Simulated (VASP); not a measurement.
# PbS in VASP: settings compared

Aim: see how the results for PbS move with the level of theory and the settings. Levels: PBE, BLYP+D3(BJ), BLYP+D4. Tasks: single point.

Program: VASP 6.6.1. These are calculated values, not measurements. Logs are shortened: lines on timing, memory, paths and dates and some standing lists are left out, and cuts for length are marked.

## Step 1: The cell of the first run

Symmetry: P-6m2, No. 187, hexagonal system. Conventional cell: a = 4.062 Å, b = 4.062 Å, c = 3.763 Å, α = 90.00°, β = 90.00°, γ = 120.00°. Within 4.0 Å of Pb (site symmetry -6m2) lie 6 S at 3.01 Å and 2 Pb at 3.76 Å. S (site symmetry -6m2) has 6 Pb at 3.01 Å and 2 S at 3.76 Å within 4.0 Å.

## Step 2: Single point, PBE (volume scaled by 0.98)

Contents of INCAR:

```
PREC = Accurate
ENCUT = 520
EDIFF = 1E-6
ISMEAR = -1
SIGMA = 0.05
LREAL = False
LASPH = True
NELM = 60
ALGO = Normal
ISIF = 2
LWAVE = False
LCHARG = False
GGA = PE
NBANDS = 17
```

Contents of KPOINTS:

```
regular mesh
0
Gamma
  8 8 7
```

Contents of POSCAR:

```
PbS
1.0
    4.0622492242      0.0000000000      0.0000000000
   -2.0311246120      3.5180110247      0.0000000000
    0.0000000000      0.0000000000      3.7627422943
Pb S
1 1
Direct
    0.0000000000      0.0000000000      0.0000000000
    0.6666666667      0.3333333333      0.5000000000
```

Potentials or basis: VASP PAW PBE potentials, release 64 (Pb_d, S).

The run is started by

```bash
> cat potpaw_PBE.64/Pb_d/POTCAR potpaw_PBE.64/S/POTCAR > POTCAR
> mpirun -np 1 vasp_std > vasp.out
```

OUTCAR:

```text
PREC = Accurate
   ENCUT = 520
   EDIFF = 1E-6
   ISMEAR = -1
   LREAL = False
   LASPH = True
   NELM = 60
   ISIF = 2
   GGA = PE

 ion  position               nearest neighbor table
   1  0.000  0.000  0.000-   2 3.01   2 3.01   2 3.01   2 3.01   2 3.01   2 3.01
   2  0.667  0.333  0.500-   1 3.01   1 3.01   1 3.01   1 3.01   1 3.01   1 3.01

  LATTYP: Found a hexagonal cell.
 ALAT       =     4.0622492242
 C/A-ratio  =     0.9262706660

  Lattice vectors:

 A1 = (   4.0622492242,   0.0000000000,   0.0000000000)
 A2 = (  -2.0311246120,   3.5180110247,   0.0000000000)
 A3 = (   0.0000000000,   0.0000000000,   3.7627422943)

Analysis of symmetry for initial positions (statically):
=====================================================================
 Subroutine PRICEL returns:
 Original cell was already a primitive cell.

 Routine SETGRP: Setting up the symmetry group for a
 hexagonal supercell.

 Subroutine GETGRP returns: Found 12 space group operations
 (whereof 12 operations were pure point group operations)
 out of a pool of 24 trial point group operations.

The static configuration has the point symmetry D_3h.

Analysis of symmetry for dynamics (positions and initial velocities):
=====================================================================
 Subroutine PRICEL returns:
 Original cell was already a primitive cell.

 Routine SETGRP: Setting up the symmetry group for a
 hexagonal supercell.

 Subroutine GETGRP returns: Found 12 space group operations
 (whereof 12 operations were pure point group operations)
 out of a pool of 24 trial point group operations.

The dynamic configuration has the point symmetry D_3h.

 Subroutine INISYM returns: Found 12 space group operations
 (whereof 12 operations are pure point group operations),
 and found     1 'primitive' translations

----------------------------------------------------------------------------------------

                                     Primitive cell

  volume of cell :      53.7735

  direct lattice vectors                    reciprocal lattice vectors
     4.062249224  0.000000000  0.000000000     0.246169042  0.142125763  0.000000000
    -2.031124612  3.518011025  0.000000000     0.000000000  0.284251525  0.000000000
     0.000000000  0.000000000  3.762742294     0.000000000  0.000000000  0.265763616

  length of vectors
     4.062249224  4.062249224  3.762742294     0.284251525  0.284251525  0.265763616

  position of ions in fractional coordinates (direct lattice)
     0.000000000  0.000000000  0.000000000
     0.666666667  0.333333333  0.500000000
[... 76 lines left out ...]
   NELM   =     60;   NELMIN=  2; NELMDL= -5     # of ELM steps
   EDIFF  = 0.1E-05   stopping-criterion for ELM
   LREAL  =      F    real-space projection
   EDIFFG = 0.1E-04   stopping-criterion for IOM
   NSW    =      0    number of steps for IOM
   IBRION =     -1    ionic relax: 0-MD 1-quasi-New 2-CG
   NFREE  =      0    steps in history (QN), initial steepest desc. (CG)
   ISIF   =      2    stress and relaxation
   ISYM   =      2    0-nonsym 1-usesym 2-fastsym
   POTIM  = 0.5000    time-step for ionic-motion
   TEBEG  =    0.0;   TEEND  =   0.0 temperature during run
   PSTRESS=    0.0 pullay stress
   NELECT =      20.0000    total number of electrons
   NUPDOWN=      -1.0000    fix difference up-down
   EMIN   =  10.00;   EMAX   =-10.00  energy-range for DOS
   EFERMI =   0.00;   METHOD = LEGACY
   ISMEAR =    -1;   SIGMA  =   0.05  broadening in eV -4-tet -1-fermi 0-gaus
   EFERMI_NEDOS =   21; number of points for ismear=-14 and -15
   IALGO  =     38    algorithm
   IMIX   =      4    mixing-type and parameters
     AMIX     =   0.40;   BMIX     =  1.00
     AMIX_MAG =   1.60;   BMIX_MAG =  1.00
  volume/ion in A,a.u.               =      26.89       181.44
  Fermi-wavevector in a.u.,A,eV,Ry     =   1.177322  2.224817 18.858874  1.386088
  Thomas-Fermi vector in A             =   2.313671
   LORBIT       =      0    0 simple, 1 ext, 2 COOP (PROOUT), +10 PAW based schemes
   GGA     = PE    functional components
   LHFCALC =     F    Hartree Fock is set to
   AEXX    =    0.0000 exact exchange contribution
   IVDW    =     0    specifies the selected vdW correction
   LEPSILON=     F    determine dielectric tensor
   LRPA    =     F    only Hartree local field effects (RPA)
 non-spin polarized calculation
  energy-cutoff  :      520.00
  volume of cell :       53.77
 maximum number of plane-waves:      1464
   NGX = 15   NGY = 15   NGZ = 13

 number of electron      20.0000001 magnetization

 Free energy of the ion-electron system (eV)
  ---------------------------------------------------
  ext. energy  EPLUGINS =         0.00000000
  ---------------------------------------------------
  free energy    TOTEN  =        -8.51956703 eV

  energy without entropy =       -8.51760759  energy(sigma->0) =       -8.51858731

 E-fermi :   5.3917     XC(G=0):  -9.5314

 val. band max:        5.3482008714   @ k =   0.3750   0.2500   0.0000
 cond. band min:       5.4790898410   @ k =   0.3750   0.2500   0.4286
 fundamental gap:      0.1308889696
 Fermi energy:         5.3917417117

 k-point     1 :       0.0000    0.0000    0.0000
  band No.  band energies     occupation
      1     -11.4940      2.00000
      2     -11.4704      2.00000
      3     -11.4704      2.00000
      4     -11.3645      2.00000
      5     -11.3645      2.00000
      6      -7.8854      2.00000
[... 457 lines left out ...]
      4     -11.4030      2.00000
      5     -11.3790      2.00000
      6      -6.5340      2.00000
[... 9 lines left out ...]
     16      15.8417      0.00000
     17      17.5718      0.00000

 [... further k-points ...]

------------------------ aborting loop because EDIFF is reached ----------------------------------------

  FORCE on cell =-STRESS in cart. coord.  units (eV):
  Direction    XX          YY          ZZ          XY          YZ          ZX
  --------------------------------------------------------------------------------------
  -------------------------------------------------------------------------------------
  Total        0.2899239      0.2899239      0.4236059      0.0000000      0.0000000      0.0000000
  in kB        8.6382609      8.6382609     12.6213082      0.0000000      0.0000000      0.0000000
  external PRESSURE =       9.9659434 kB  Pullay stress =       0.0000000 kB

 VOLUME and BASIS-vectors are now :
 -----------------------------------------------------------------------------
  energy-cutoff  :      520.00
  volume of cell :       53.77
      direct lattice vectors                 reciprocal lattice vectors
     4.062249224  0.000000000  0.000000000     0.246169042  0.142125763  0.000000000
    -2.031124612  3.518011025  0.000000000     0.000000000  0.284251525  0.000000000
     0.000000000  0.000000000  3.762742294     0.000000000  0.000000000  0.265763616

 POSITION                                       TOTAL-FORCE (eV/Angst)
 -----------------------------------------------------------------------------------
      0.00000      0.00000      0.00000        -0.000000      0.000000      0.000000
      2.03112      1.17267      1.88137         0.000000     -0.000000      0.000000
 -----------------------------------------------------------------------------------
    total drift:                               -0.000000      0.000000      0.000000

  FREE ENERGIE OF THE ION-ELECTRON SYSTEM (eV)
  ---------------------------------------------------
  free  energy   TOTEN  =        -8.5195670312 eV

  energy  without entropy=       -8.5176075854  energy(sigma->0) =       -8.51858731
```

OSZICAR:

```text
N       E                     dE             d eps       ncg     rms          rms(c)
DAV:   1     0.158262456619E+03    0.15826E+03   -0.95754E+03  1360   0.122E+03
DAV:   2     0.321123638696E+01   -0.15505E+03   -0.14928E+03  1468   0.310E+02
DAV:   3    -0.880784005595E+01   -0.12019E+02   -0.11884E+02  1714   0.918E+01
DAV:   4    -0.911376481072E+01   -0.30592E+00   -0.30559E+00  1763   0.163E+01
DAV:   5    -0.912521947519E+01   -0.11455E-01   -0.11453E-01  1930   0.304E+00    0.459E+00
DAV:   6    -0.852567721282E+01    0.59954E+00   -0.16448E+00  2118   0.873E+00    0.332E+00
DAV:   7    -0.851960633516E+01    0.60709E-02   -0.15860E-01  1678   0.202E+00    0.186E+00
DAV:   8    -0.851998399274E+01   -0.37766E-03   -0.20109E-02  1658   0.139E+00    0.204E-01
DAV:   9    -0.851934442568E+01    0.63957E-03   -0.58686E-03  2211   0.555E-01    0.126E-01
DAV:  10    -0.851954586774E+01   -0.20144E-03   -0.59757E-04  1604   0.141E-01    0.703E-02
DAV:  11    -0.851956552507E+01   -0.19657E-04   -0.72975E-05  1833   0.750E-02    0.128E-02
DAV:  12    -0.851956711850E+01   -0.15934E-05   -0.72014E-06  1763   0.354E-02    0.270E-03
DAV:  13    -0.851956703116E+01    0.87342E-07   -0.70968E-07  1361   0.606E-03
   1 F= -.85195670E+01 E0= -.85185873E+01  d E =-.195945E-02
```

stdout:

```text
POSCAR found type information on POSCAR PbS
 POSCAR found :  2 types and       2 ions
 scaLAPACK will be used
 LDA part: xc-table for (Slater+PW92), standard interpolation
 POSCAR, INCAR and KPOINTS ok, starting setup
 FFT: planning ... GRIDC
 FFT: planning ... GRID_SOFT
 FFT: planning ... GRID
 WAVECAR not read
 entering main loop
```

Run time: 23 s. Hardware: 1 thread of Intel Xeon 6975P-C (Granite Rapids), shared host; peak memory 0.18 GiB.

What came out:

* Free energy: -8.5196 eV
* Pressure: 1.0 GPa
* Band gap on the k mesh: 0.13 eV, indirect (least direct gap 1.65 eV)

Stress tensor (GPa, compression positive):
```
0.86 0.00 0.00
0.00 0.86 0.00
0.00 0.00 1.26
```

Caveat: spin-orbit coupling is left out, which moves the levels of the heavy elements. A k mesh can miss the band edges.

(Part 1 of 2 ends here.)
